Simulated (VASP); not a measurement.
# Si62P (a cell with a defect) in VASP: single point with PBE

Aim: the single point of Si62P (a cell with a defect) with PBE.

All numbers are computed with VASP 6.6.1; they aren't measurements. Logs are shortened: lines on timing, memory, paths and dates and some standing lists are left out, and cuts for length are marked.

**1. The cell of the first run**

The cell holds a defect, 63 atoms: a = 10.860 Å, b = 10.860 Å, c = 10.860 Å, α = 90.00°, β = 90.00°, γ = 90.00°.

**2. Single point, PBE**

INCAR reads:

```
  PREC = Accurate
  ENCUT = 520
  EDIFF = 1E-6
  ISMEAR = 0
  SIGMA = 0.02
  LREAL = Auto
  LASPH = True
  NELM = 60
  ALGO = Normal
  ISIF = 2
  LWAVE = False
  LCHARG = False
  GGA = PE
  NELECT = 254.0
  NBANDS = 164
```

KPOINTS reads:

```
regular mesh
0
Gamma
  1 1 1
```

POSCAR reads:

```
Si62P
1.0
   10.8600000000      0.0000000000      0.0000000000
    0.0000000000     10.8600000000      0.0000000000
    0.0000000000      0.0000000000     10.8600000000
Si P
62 1
Direct
    0.4978156538      0.0006854512      0.0015219153
    0.6271839779      0.1235266114      0.1243244015
    0.7501854512      0.2524534991     -0.0000093002
    0.8781008287      0.3717112339      0.1254897790
    0.7548697053     -0.0061131676      0.2429923573
    0.8797415285      0.1195618785      0.3679209945
    0.2246893186      0.2353184162     -0.0132214549
    0.3564389503      0.3550316759      0.1221986188
    0.4882763352      0.4890534991      0.0051995396
    0.6182488950      0.6146979742      0.1285116022
    0.7425554328      0.7423465930      0.0047424494
    0.8770980663      0.8701651934      0.1115525783
    0.2479640884      0.0134386740      0.2548221915
    0.3824186004      0.1202908840      0.3827101289
    0.4967682320      0.2456099448      0.2486802026
    0.6232987109      0.3720719153      0.3725881215
    0.7531414365      0.4994597606      0.2557114180
    0.8792032228      0.6283962247      0.3771337937
    0.5067084715     -0.0035038674      0.5103418048
    0.6366406998      0.1198093002      0.6359892265
    0.7482906077      0.2435209945      0.4945127072
    0.8683807551      0.3740096685      0.6173891344
    0.7685210866      0.0028791897      0.7699846225
    0.9002604972      0.1383645488      0.8896130755
   -0.0005070902      0.5003794659     -0.0003313076
    0.1242958564      0.6245449355      0.1270147330
    0.2451446593      0.7571546041      0.0055000000
    0.3701487109      0.8819848066      0.1311413444
    0.0070016575      0.2339068140      0.2343162983
    0.1231946593      0.3654487109      0.3682078269
    0.2484630755      0.4948808471      0.2488790055
    0.3744170350      0.6221534070      0.3735132597
    0.4974178637      0.7509980663      0.2505055249
    0.6275788214      0.8745325967      0.3740144567
    0.0006593002     -0.0019415285      0.5004844383
    0.1254340700      0.1253791897      0.6246918969
    0.2512159300      0.2486501842      0.4988388582
    0.3750662983      0.3754465009      0.6242218232
    0.5004906077      0.4993569061      0.4997143646
    0.6244453959      0.6253401473      0.6256952118
    0.7505322284      0.7515557090      0.5029106814
    0.8765089319      0.8761861878      0.6301691529
    0.2468101289     -0.0004432781      0.7533514733
    0.3747655617      0.1249930939      0.8726402394
    0.5021003683      0.2504495396      0.7486449355
    0.6228336096      0.3764139042      0.8745951197
    0.7498788214      0.5008363720      0.7495904236
    0.8737308471      0.6262105893      0.8763754144
   -0.0020830571      0.7540441068      0.2468275322
    0.1270752302      0.8782454880      0.3710063536
    0.0000467772      0.4973657459      0.4985979742
    0.1249038674      0.6264611418      0.6277173112
    0.2457539595      0.7479444751      0.4966913444
    0.3718412523      0.8693221915      0.6256446593
    0.0002116943      0.2584848987      0.7425972376
    0.1247671271      0.3824151934      0.8666518416
    0.2565880295      0.5076563536      0.7510654696
    0.3766233886      0.6305717311      0.8815766114
    0.5016678637      0.7524493554      0.7530300184
    0.6282384899      0.8763784530      0.8794172192
    0.0017752302      0.7568930939      0.7596473297
    0.1178687845      0.8908244015      0.8912267035
    0.0627134438      0.0937582873      0.0312108656
```

Potentials or basis: VASP PAW PBE potentials, release 64 (Si, P).

On the command line:

```bash
cat potpaw_PBE.64/Si/POTCAR potpaw_PBE.64/P/POTCAR > POTCAR
mpirun -np 1 vasp_gam > vasp.out
```

OUTCAR:

```text
PREC = Accurate
   ENCUT = 520
   EDIFF = 1E-6
   ISMEAR = 0
   LREAL = Auto
   LASPH = True
   NELM = 60
   ISIF = 2
   GGA = PE
   NELECT = 254.0

 ion  position               nearest neighbor table
   1  0.498  0.001  0.002-   2 2.35  28 2.36  44 2.36  60 2.36
   2  0.627  0.124  0.124-   1 2.35   5 2.36   3 2.36  15 2.36
   3  0.750  0.252  1.000-   4 2.34   2 2.36  46 2.36  24 2.37
   4  0.878  0.372  0.125-   3 2.34  25 2.36  29 2.37  17 2.40
   5  0.755  0.994  0.243-   6 2.35   2 2.36  12 2.37  34 2.37
   6  0.880  0.120  0.368-  35 2.35   5 2.35  29 2.36  21 2.40
   7  0.225  0.235  0.987-  56 2.33  44 2.37  63 2.39   8 2.43
   8  0.356  0.355  0.122-  31 2.36  15 2.37   9 2.40   7 2.43
   9  0.488  0.489  0.005-  58 2.37  46 2.38  10 2.38   8 2.40
  10  0.618  0.615  0.129-  11 2.36  17 2.37   9 2.38  33 2.38
  11  0.743  0.742  0.005-  12 2.33  60 2.35  10 2.36  48 2.36
  12  0.877  0.870  0.112-  11 2.33  49 2.34   5 2.37
  13  0.248  0.013  0.255-  14 2.33  50 2.34  28 2.37
  14  0.382  0.120  0.383-  13 2.33  15 2.35  19 2.36  37 2.36
  15  0.497  0.246  0.249-  14 2.35  16 2.36   2 2.36   8 2.37
  16  0.623  0.372  0.373-  17 2.35  21 2.35  15 2.36  39 2.37
  17  0.753  0.499  0.256-  16 2.35  18 2.36  10 2.37   4 2.40
  18  0.879  0.628  0.377-  51 2.34  49 2.35  17 2.36  41 2.37
  19  0.507  0.996  0.510-  14 2.36  54 2.37  20 2.38  34 2.38
[... 42 lines left out ...]
  62  0.118  0.891  0.891-  27 2.36  43 2.37  61 2.40  63 2.74
  63  0.063  0.094  0.031-   7 2.39  24 2.39  62 2.74  29 2.75

  LATTYP: Found a simple cubic cell.
 ALAT       =    10.8600000000

  Lattice vectors:

 A1 = (  10.8600000000,   0.0000000000,   0.0000000000)
 A2 = (   0.0000000000,  10.8600000000,   0.0000000000)
 A3 = (   0.0000000000,   0.0000000000,  10.8600000000)

Analysis of symmetry for initial positions (statically):
=====================================================================
 Subroutine PRICEL returns:
 Original cell was already a primitive cell.

 Routine SETGRP: Setting up the symmetry group for a
 simple cubic supercell.

 Subroutine GETGRP returns: Found  1 space group operations
 (whereof  1 operations were pure point group operations)
 out of a pool of 48 trial point group operations.

The static configuration has the point symmetry C_1 .

Analysis of symmetry for dynamics (positions and initial velocities):
=====================================================================
 Subroutine PRICEL returns:
 Original cell was already a primitive cell.

 Routine SETGRP: Setting up the symmetry group for a
 simple cubic supercell.

 Subroutine GETGRP returns: Found  1 space group operations
 (whereof  1 operations were pure point group operations)
 out of a pool of 48 trial point group operations.

The dynamic configuration has the point symmetry C_1 .

 Subroutine INISYM returns: Found  1 space group operations
 (whereof  1 operations are pure point group operations),
 and found     1 'primitive' translations

----------------------------------------------------------------------------------------

                                     Primitive cell

  volume of cell :    1280.8241

  direct lattice vectors                    reciprocal lattice vectors
    10.860000000  0.000000000  0.000000000     0.092081031  0.000000000  0.000000000
     0.000000000 10.860000000  0.000000000     0.000000000  0.092081031  0.000000000
     0.000000000  0.000000000 10.860000000     0.000000000  0.000000000  0.092081031

  length of vectors
    10.860000000 10.860000000 10.860000000     0.092081031  0.092081031  0.092081031

  position of ions in fractional coordinates (direct lattice)
     0.497815654  0.000685451  0.001521915
     0.627183978  0.123526611  0.124324401
     0.750185451  0.252453499  0.999990700
     0.878100829  0.371711234  0.125489779
     0.754869705  0.993886832  0.242992357
     0.879741528  0.119561879  0.367920994
[... 55 lines left out ...]
     0.117868784  0.890824401  0.891226704
     0.062713444  0.093758287  0.031210866

  ion indices of the primitive-cell ions
   primitive index   ion index
                 1           1
                 2           2
                 3           3
                 4           4
                 5           5
                 6           6
[... 55 lines left out ...]
                62          62
                63          63

----------------------------------------------------------------------------------------

 KPOINTS: regular mesh

Automatic generation of k-mesh.
 Grid dimensions read from file:
 generate k-points for:    1    1    1

 Generating k-lattice:

  Cartesian coordinates                     Fractional coordinates (reciprocal lattice)
     0.092081031  0.000000000  0.000000000     1.000000000  0.000000000  0.000000000
     0.000000000  0.092081031  0.000000000     0.000000000  1.000000000  0.000000000
     0.000000000  0.000000000  0.092081031     0.000000000  0.000000000  1.000000000

  Length of vectors
     0.092081031  0.092081031  0.092081031

  Shift w.r.t. Gamma in fractional coordinates (k-lattice)
     0.000000000  0.000000000  0.000000000

 Subroutine IBZKPT returns following result:
 ===========================================

 Found      1 irreducible k-points:

 Following reciprocal coordinates:
            Coordinates               Weight
  0.000000  0.000000  0.000000      1.000000
   k-points           NKPTS =      1   k-points in BZ     NKDIM =      1   number of bands    NBANDS=    164
   number of dos      NEDOS =    301   number of ions     NIONS =     63
   total plane-waves  NPLWV = 592704
   dimension x,y,z NGX =    84 NGY =   84 NGZ =   84
   dimension x,y,z NGXF=   168 NGYF=  168 NGZF=  168
   ions per type =              62   1
   NGX,Y,Z   is equivalent  to a cutoff of  12.86, 12.86, 12.86 a.u.
   NGXF,Y,Z  is equivalent  to a cutoff of  25.72, 25.72, 25.72 a.u.
 SYSTEM =  unknown system
   PREC   = accura    normal or accurate (medium, high low for compatibility)
   ISTART =      0    job   : 0-new  1-cont  2-samecut
   ICHARG =      2    charge: 1-file 2-atom 10-const
   ISPIN  =      1    spin polarized calculation?
   LNONCOLLINEAR =      F non collinear calculations
   LSORBIT =      F    spin-orbit coupling
   LASPH  =      T    aspherical Exc in radial PAW
   ENCUT  =  520.0 eV  38.22 Ry    6.18 a.u.  20.19 20.19 20.19*2*pi/ulx,y,z
   NELM   =     60;   NELMIN=  2; NELMDL= -5     # of ELM steps
   EDIFF  = 0.1E-05   stopping-criterion for ELM
   LREAL  =      T    real-space projection
   EDIFFG = 0.1E-04   stopping-criterion for IOM
   NSW    =      0    number of steps for IOM
   IBRION =     -1    ionic relax: 0-MD 1-quasi-New 2-CG
   NFREE  =      0    steps in history (QN), initial steepest desc. (CG)
   ISIF   =      2    stress and relaxation
   ISYM   =      2    0-nonsym 1-usesym 2-fastsym
   POTIM  = 0.5000    time-step for ionic-motion
   TEBEG  =    0.0;   TEEND  =   0.0 temperature during run
   PSTRESS=    0.0 pullay stress
   NELECT =     254.0000    total number of electrons
   NUPDOWN=      -1.0000    fix difference up-down
   EMIN   =  10.00;   EMAX   =-10.00  energy-range for DOS
   EFERMI =   0.00;   METHOD = LEGACY
   ISMEAR =     0;   SIGMA  =   0.02  broadening in eV -4-tet -1-fermi 0-gaus
   EFERMI_NEDOS =   21; number of points for ismear=-14 and -15
   IALGO  =     38    algorithm
   IMIX   =      4    mixing-type and parameters
     AMIX     =   0.40;   BMIX     =  1.00
     AMIX_MAG =   1.60;   BMIX_MAG =  1.00
  volume/ion in A,a.u.               =      20.33       137.20
  Fermi-wavevector in a.u.,A,eV,Ry     =   0.954677  1.804077 12.400449  0.911407
  Thomas-Fermi vector in A             =   2.083445
   LORBIT       =      0    0 simple, 1 ext, 2 COOP (PROOUT), +10 PAW based schemes
   GGA     = PE    functional components
   LHFCALC =     F    Hartree Fock is set to
   AEXX    =    0.0000 exact exchange contribution
   IVDW    =     0    specifies the selected vdW correction
   LEPSILON=     F    determine dielectric tensor
   LRPA    =     F    only Hartree local field effects (RPA)
 non-spin polarized calculation
 Gauss-broadening in eV      SIGMA  =   0.02
  energy-cutoff  :      520.00
  volume of cell :     1280.82
 maximum number of plane-waves:     17229
 NGX is ok and might be reduce to    84
   NGX = 41   NGY = 41   NGZ = 41

 number of electron     253.9999995 magnetization

 Free energy of the ion-electron system (eV)
  ---------------------------------------------------
  ext. energy  EPLUGINS =         0.00000000
  ---------------------------------------------------
  free energy    TOTEN  =      -325.74632254 eV

  energy without entropy =     -325.74632254  energy(sigma->0) =     -325.74632254

 E-fermi :   6.0965     XC(G=0):  -9.3701

 val. band max:        5.9750489329   @ k =   0.0000   0.0000   0.0000
 cond. band min:       6.2351537018   @ k =   0.0000   0.0000   0.0000
 fundamental gap:      0.2601047689
 Fermi energy:         6.0964978122

 k-point     1 :       0.0000    0.0000    0.0000
  band No.  band energies     occupation
      1      -6.2580      2.00000
      2      -5.5621      2.00000
      3      -5.1380      2.00000
      4      -5.1172      2.00000
      5      -5.1134      2.00000
      6      -5.0837      2.00000
[... 131 lines left out ...]
    138       6.9147      0.00000
    139       6.9453      0.00000
 [bands above 139 left out]

------------------------ aborting loop because EDIFF is reached ----------------------------------------

  FORCE on cell =-STRESS in cart. coord.  units (eV):
  Direction    XX          YY          ZZ          XY          YZ          ZX
  --------------------------------------------------------------------------------------
  -------------------------------------------------------------------------------------
  Total       14.7531948     18.0017742     18.0005282      3.3735772     -8.5266035      3.3737587
  in kB       18.4547083     22.5183423     22.5167837      4.2199932    -10.6658918      4.2202203
  external PRESSURE =      21.1632781 kB  Pullay stress =       0.0000000 kB

 VOLUME and BASIS-vectors are now :
 -----------------------------------------------------------------------------
  energy-cutoff  :      520.00
  volume of cell :     1280.82
      direct lattice vectors                 reciprocal lattice vectors
    10.860000000  0.000000000  0.000000000     0.092081031  0.000000000  0.000000000
     0.000000000 10.860000000  0.000000000     0.000000000  0.092081031  0.000000000
     0.000000000  0.000000000 10.860000000     0.000000000  0.000000000  0.092081031

 POSITION                                       TOTAL-FORCE (eV/Angst)
 -----------------------------------------------------------------------------------
      5.40628      0.00744      0.01653        -0.000816      0.000512      0.000706
      6.81122      1.34150      1.35016         0.000486     -0.002058     -0.001155
      8.14701      2.74165     10.85990        -0.000087     -0.003616      0.006647
      9.53617      4.03678      1.36282         0.000699      0.002937     -0.003968
      8.19788     10.79361      2.63890        -0.003730      0.000272      0.000222
      9.55399      1.29844      3.99562         0.000287     -0.002958      0.001889
[... 55 lines left out ...]
      1.28005      9.67435      9.67872         0.005409     -0.003745     -0.006904
      0.68107      1.01822      0.33895        -0.023441      0.001566     -0.006484
 -----------------------------------------------------------------------------------
    total drift:                               -0.016747     -0.002239     -0.000717

  FREE ENERGIE OF THE ION-ELECTRON SYSTEM (eV)
  ---------------------------------------------------
  free  energy   TOTEN  =      -325.7463225409 eV

  energy  without entropy=     -325.7463225409  energy(sigma->0) =     -325.74632254
```

It took 4.6 min on 1 thread of Intel Xeon Platinum 8259CL at 2.50GHz (Skylake/Cascade Lake), shared host; peak memory 1 GiB.

What came out:

- Free energy: -325.7463 eV
- Largest force: 0.024 eV/Å

Forces in eV/Å, atoms in the order of the input:
```
Si  -0.001  0.001  0.001
Si   0.000 -0.002 -0.001
Si   0.000 -0.004  0.007
Si   0.001  0.003 -0.004
Si  -0.004  0.000  0.000
Si   0.000 -0.003  0.002
Si   0.004  0.004 -0.007
Si   0.004  0.003  0.007
Si   0.002  0.003  0.003
Si   0.002 -0.002 -0.002
Si  -0.002 -0.003 -0.003
Si  -0.002  0.001  0.001
Si  -0.001 -0.001  0.006
Si   0.001  0.004 -0.002
Si   0.000 -0.001  0.002
Si   0.000  0.002  0.001
Si  -0.001  0.000  0.001
Si   0.000 -0.001 -0.005
Si  -0.001 -0.002  0.001
Si   0.000  0.005 -0.003
Si   0.001 -0.002  0.000
Si   0.001  0.003  0.000
Si  -0.002 -0.002 -0.003
Si   0.011 -0.002  0.006
Si   0.000  0.000  0.000
Si  -0.001 -0.001  0.000
Si   0.006 -0.001  0.002
Si   0.001 -0.002 -0.003
Si  -0.001  0.008  0.004
Si   0.002  0.001  0.001
Si  -0.002  0.000 -0.001
Si  -0.001  0.002 -0.002
Si   0.000  0.001  0.003
Si  -0.001  0.000 -0.002
Si   0.000  0.002  0.001
Si   0.000  0.000 -0.001
Si   0.001 -0.001  0.003
Si   0.000  0.000 -0.002
Si   0.001 -0.002 -0.001
Si  -0.001  0.002  0.000
Si   0.002  0.002  0.003
Si   0.004  0.001 -0.003
Si   0.000  0.000  0.001
Si   0.001 -0.001 -0.003
Si  -0.002 -0.003  0.003
Si   0.002  0.001 -0.004
Si   0.000  0.002  0.000
Si  -0.001  0.000  0.002
Si   0.001 -0.001  0.003
Si  -0.004 -0.003  0.000
Si   0.002  0.001  0.000
Si  -0.001  0.001 -0.002
Si   0.002  0.000  0.000
Si  -0.001  0.002 -0.003
Si   0.003 -0.001  0.003
Si   0.000  0.002 -0.003
Si  -0.003 -0.004  0.002
Si  -0.005 -0.002 -0.001
Si   0.002  0.001  0.002
Si  -0.001 -0.003  0.003
Si  -0.003 -0.005 -0.004
Si   0.005 -0.004 -0.007
P   -0.023  0.002 -0.006
```

Levels at points of the mesh, in eV from the Fermi level:
| k point | band 123 | band 124 | band 125 | band 126 | band 127 | band 128 | band 129 | band 130 | band 131 | band 132 |
| --- | --- | --- | --- | --- | --- | --- | --- | --- | --- | --- |
| (0.00, 0.00, 0.00) | -0.86 | -0.79 | -0.77 | -0.27 | -0.12 | 0.14 | 0.17 | 0.35 | 0.36 | 0.41 |

Caveat: the k points lie up to 0.58 Å⁻¹ apart; the cell carries a net charge on a neutralising background, which shifts energy and pressure; the cell is charged against a uniform background, so pressure and absolute levels hang on convention.
